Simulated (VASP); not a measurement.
Set up this calculation in VASP 6.6.1, as the native input.

| Item | Value |
| --- | --- |
| Task | single point |
| Functional | PBE |
| Dispersion | D3(BJ) |
| Potentials or basis | VASP PAW PBE potentials, release 64 (Ti_sv, W_sv) |
| Cutoff | 520 eV |
| k mesh | 3 × 3 × 3 |
| Occupations | fermi-dirac, width 0.1 eV |
| Spin | no spin polarisation |
| Dipole correction | no |
| Further INCAR settings | LREAL = Auto; ALGO = Normal; EDIFF = 1e-06; NBANDS = 117 |

The structure of TiW14 (a cell with a defect) lies in POSCAR:

```
TiW14
1.0
    6.3200000000      0.0000000000      0.0000000000
    0.0000000000      6.3200000000      0.0000000000
    0.0000000000      0.0000000000      6.3200000000
Ti W
1 14
Direct
    0.0670022152     -0.0648300633     -0.0647136076
    0.5100856013      0.0052609177      0.0053765823
   -0.0030887658      0.4920867089      0.0053765823
   -0.0030886076      0.0052609177      0.4922026899
    0.2522090190      0.2478466772      0.2479625000
    0.4938455696      0.5083265823     -0.0002362342
    0.4938462025     -0.0003515823      0.5084419304
    0.7521757911      0.2499965190      0.2501120253
    0.0025238924      0.5083261076      0.5084419304
    0.2562123418      0.7459599684      0.2584280063
    0.2562120253      0.2583117089      0.7460756329
    0.5005893987      0.5015827532      0.5016984177
    0.7543256329      0.7499632911      0.2479623418
    0.7543254747      0.2478468354      0.7500787975
    0.7438606013      0.7459601266      0.7460757911
```

One way to write it, as run:

INCAR

```
SYSTEM = TiW14
PREC = Accurate
ENCUT = 520
EDIFF = 1E-6
ISMEAR = -1
SIGMA = 0.1
LREAL = Auto
LASPH = .TRUE.
NELM = 80
ALGO = Normal
ISIF = 2
LWAVE = .FALSE.
LCHARG = .TRUE.
GGA = PE
IVDW = 12
LELF = .TRUE.
LVHAR = .TRUE.
NBANDS = 117
```

KPOINTS

```
Automatic mesh
0
G
  3 3 3
  0 0 0
```

Potentials or basis: VASP PAW PBE potentials, release 64 (Ti_sv, W_sv).

Command:

```bash
$ cat potpaw_PBE.64/Ti_sv/POTCAR potpaw_PBE.64/W_sv/POTCAR > POTCAR
$ mpirun -np 1 vasp_std > vasp.out
```

Results of the run:

| Property | Result |
| --- | --- |
| Pressure | -5.6 GPa |
| Largest force | 1.260 eV/Å |
| Band gap on the k mesh | zero (bands 104 and 105 overlap by 0.87 eV) |
| Dispersion energy per atom | -0.651 eV |

Caveat: spin-orbit coupling is left out, which moves the levels of the heavy elements.

It took 5.9 min on 1 thread of AMD EPYC 7R43 64-Core Processor (Zen 3), with other jobs on the host, peak memory 0.34 GiB.
